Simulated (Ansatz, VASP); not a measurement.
# Si2W: VASP beside Ansatz

```xyz
3
Lattice="-1.6069 1.6069 3.9150 1.6069 -1.6069 3.9150 1.6069 1.6069 -3.9150" Properties=species:S:1:pos:R:3 pbc="T T T"
Si    0.0000    0.0000    2.6182
Si    0.0000    0.0000    5.2117
W     0.0000    0.0000    0.0000
```

Alike in both runs: task electric field gradients; functional PBEsol; k mesh 20 × 20 × 20; occupations fermi-dirac, width 0.05 eV; no spin polarisation.

|  | VASP | Ansatz |
| --- | --- | --- |
| version | VASP 6.6.1 | Ansatz 0.2.0 |
| potentials or method | VASP PAW PBE potentials, release 64 (Si, W_sv) | plane-wave PAW, scalar-relativistic |
| plane-wave cutoff (eV) | 520 | 420 |
| valence electrons in the cell | 22 | 22 |

Ansatz gave:

| Item | Value |
| --- | --- |
| pressure (GPa) | -1.9 |
| traceless stress, the component that is largest in VASP (GPa) | 0.30 |
| rms of the force components (eV/Å) | 0.021 |
| size of Vzz on the site where it differs most (V/Å²) | 152.5 |

Task: Estimate VASP's values.

Result: Pressure (GPa): -1.7; traceless stress, the component that is largest in VASP (GPa): 0.25; rms of the force components (eV/Å): 0.019; size of Vzz on the site where it differs most (V/Å²): 142.5.

VASP's potentials were made for PBE, not for PBEsol, and Ansatz warns of the same on its side. Atom by atom the forces differ by 0.002 eV/Å (rms over components).

Neither program's run includes spin-orbit coupling.
